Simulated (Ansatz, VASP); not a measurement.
**Two plane-wave programs on Nb**

File INCAR:

```
SYSTEM = Nb
PREC = Accurate ; ENCUT = 520
EDIFF = 1E-6 ; ISMEAR = 0
SIGMA = 0.15 ; LREAL = .False.
LASPH = .True. ; NELM = 80
ALGO = Fast ; ISIF = 2
LWAVE = .False. ; LCHARG = .True.
GGA = PE ; LELF = .True.
LVHAR = .True. ; NBANDS = 12
```

Contents of KPOINTS:

```
regular mesh
0
Gamma
  22 22 22
  0 0 0
```

Contents of POSCAR:

```
Nb
1.0
   -1.8444062953      1.6687485529      1.6687485529
    1.6687485529     -1.8444062953      1.6687485529
    1.6687485529      1.6687485529     -1.8444062953
Nb
1
Direct
    0.0000000000      0.0000000000      0.0000000000
```

Input for Ansatz:

```yaml
crystal:
  lattice:
    - [-1.8444062953, 1.6687485529, 1.6687485529]
    - [1.6687485529, -1.8444062953, 1.6687485529]
    - [1.6687485529, 1.6687485529, -1.8444062953]
  atoms:
    - { symbol: Nb, position: [0.0, 0.0, 0.0] }
basis:
  ecutwfc: 420
kpoints:
  mp_grid: { grid: [22, 22, 22] }
hamiltonian:
  xc: pbe
scf:
  occupations: { method: gaussian, width: 0.15 }
output:
  forces: true
  stress: true
  eigenvalues: true
  write_density: true
  write_potential: true
  elf: true
  volumetric_format: npy
```

Alike in both runs: task single point; functional PBE; k mesh 22 × 22 × 22; occupations gaussian, width 0.15 eV; no spin polarisation.

|  | VASP | Ansatz |
| --- | --- | --- |
| version | VASP 6.6.1 | Ansatz 0.2.0 |
| potentials or method | VASP PAW PBE potentials, release 64 (Nb_sv), cutoff 520 eV | scalar-relativistic, plane waves, PAW |
| valence electrons in the cell | 13 | 13 |

|  | VASP | Ansatz | Ansatz less VASP |
| --- | --- | --- | --- |
| gap on the k mesh at the Fermi level (eV) | none | none | - |
| pressure (GPa) | -0.4 | -0.1 | +0.29 |
| traceless stress, the component that is largest in VASP (GPa) | 4.97 | 4.95 | -0.023 |

A gap of «none» marks a metal or a gap that the smearing closes. With one functional, cell and mesh, what is left measures potentials, basis and numerics.
